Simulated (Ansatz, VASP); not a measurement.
# TiCo in VASP and in Ansatz

```xyz
2
Lattice="2.9861 0.0000 0.0000 0.0000 2.9861 0.0000 0.0000 0.0000 2.9861" Properties=species:S:1:pos:R:3 pbc="T T T"
Co    1.4931    1.4931    1.4931
Ti    0.0000    0.0000    0.0000
```

Alike in both runs: task single point; functional PBE; k mesh 9 × 9 × 9; occupations gaussian, width 0.013 eV; collinear spin.

|  | VASP | Ansatz |
| --- | --- | --- |
| version | VASP 6.6.1 | Ansatz 0.2.0 |
| potentials or method | VASP PAW PBE potentials, release 64 (Co, Ti_sv) | Ansatz PAW |
| plane-wave cutoff (eV) | 520 | 420 |
| valence electrons in the cell | 21 | 29 |

```csv
,VASP,Ansatz,Ansatz less VASP
gap on the k mesh at the Fermi level (eV),none,none,-
pressure (GPa),-0.8,-0.5,+0.34
net moment per atom (μB),0.42,0.42,0.000
size of the moment on the site where the two differ most (μB),0.92,0.94,+0.025
```

Site moments also hang on the region over which each program counts them. A gap of «none» marks a metal or a gap that the smearing closes. VASP's potentials hold 21 valence electrons a cell and Ansatz's 29, so a difference there can come from the potentials and not from the codes.
